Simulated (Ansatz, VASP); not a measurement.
## One calculation of Si3Ge, two programs

The input INCAR:

```
SYSTEM = Si3Ge
PREC = Accurate
ENCUT = 500
EDIFF = 1E-6
ISMEAR = 0
SIGMA = 0.1
LREAL = .FALSE.
LASPH = .TRUE.
NELM = 120
ALGO = Normal
ISIF = 2
LWAVE = .FALSE.
LCHARG = .TRUE.
GGA = PE
LELF = .TRUE.
LVHAR = .TRUE.
NBANDS = 21
GGA_COMPAT = .FALSE.
```

File KPOINTS:

```
Automatic mesh
0
G
  6 6 2
  0 0 0
```

Contents of POSCAR:

```
Si3Ge
1.0
    2.7223847300      0.0000000000      0.0000000000
   -1.3611923700      2.3576543400      0.0000000000
    0.0000000000      0.0000000000     10.1071979700
Si Ge
3 1
Direct
    0.3333333300      0.6666666700      0.7500000000
    0.3333333300      0.6666666700      0.2500000000
    0.6666666700      0.3333333300      0.0000000000
    0.6666666700      0.3333333300      0.5000000000
```

Input for Ansatz:

```yaml
crystal:
  lattice:
    - [2.72238473, 0.0, 0.0]
    - [-1.36119237, 2.35765434, 0.0]
    - [0.0, 0.0, 10.10719797]
  atoms:
    - { symbol: Si, position: [0.33333333, 0.66666667, 0.75] }
    - { symbol: Si, position: [0.33333333, 0.66666667, 0.25] }
    - { symbol: Si, position: [0.66666667, 0.33333333, 0.0] }
    - { symbol: Ge, position: [0.66666667, 0.33333333, 0.5] }
basis:
  ecutwfc: 420
kpoints:
  mp_grid: { grid: [6, 6, 2] }
hamiltonian:
  xc: pbe
scf:
  occupations: { method: gaussian, width: 0.1 }
  lower_state_search: "off"
output:
  forces: true
  stress: true
  eigenvalues: true
```

Alike in both runs: task single point; functional PBE; k mesh 6 × 6 × 2; occupations gaussian, width 0.1 eV; no spin polarisation.

|  | VASP | Ansatz |
| --- | --- | --- |
| version | VASP 6.6.1 | Ansatz 0.2.0 |
| potentials or method | VASP PAW PBE potentials, release 64 (Si, Ge_d), cutoff 500 eV | scalar-relativistic, plane waves, PAW |
| valence electrons in the cell | 26 | 26 |

```csv
,VASP,Ansatz,Ansatz less VASP
gap on the k mesh at the Fermi level (eV),none,none,-
pressure (GPa),1.1,1.1,+0.03
"traceless stress, the component that is largest in VASP (GPa)",5.48,5.48,-0.005
rms of the force components (eV/Å),0.196,0.195,-0.0011
```

Atom by atom the forces differ by 0.001 eV/Å (rms over components). A gap of «none» marks a metal or a gap that the smearing closes.

The k mesh is coarse, so the values compare programs but aren't converged.
